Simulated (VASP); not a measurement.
Ta: electric field gradients with PBEsol

The system is Ta.

```
Ta
1.0
    -1.63460    1.63460    1.63460
     1.63460   -1.63460    1.63460
     1.63460    1.63460   -1.63460
Ta
1
Direct
  0.00000 0.00000 0.00000
```

This cell differs from its parent crystal: volume scaled by 0.97.

* Program: VASP 6.6.1
* Task: electric field gradients
* Functional: PBEsol
* Potentials or basis: VASP PAW PBE potentials, release 64 (Ta_pv)
* Cutoff: 520 eV
* k mesh: 17 × 17 × 17
* Occupations: fermi-dirac, width 0.08 eV
* Spin: no spin polarisation
* Dipole correction: no
* Further INCAR settings: ALGO = Normal; EDIFF = 1e-08; NBANDS = 12

```json
{"Pressure": "2.7 GPa"}
```

Levels at points of the mesh, in eV from the Fermi level:
```csv
k point,band 4,band 5,band 6,band 7,band 8,band 9
"(0.00, 0.00, 0.00)",-8.04,0.73,0.73,0.73,4.11,4.11
```

Wall time 16 s on 1 thread of Intel(R) Xeon(R) Platinum 8488C (Sapphire Rapids), with other jobs on the host, peak memory 0.16 GiB.

Caveat: without QUAD_EFG the Cq values of the log hold for a quadrupole moment of 1 mb, not for the nuclei; the PAW data sets were made with another functional, which shifts forces and pressure a little; spin-orbit coupling is left out, which moves the levels of the heavy elements.
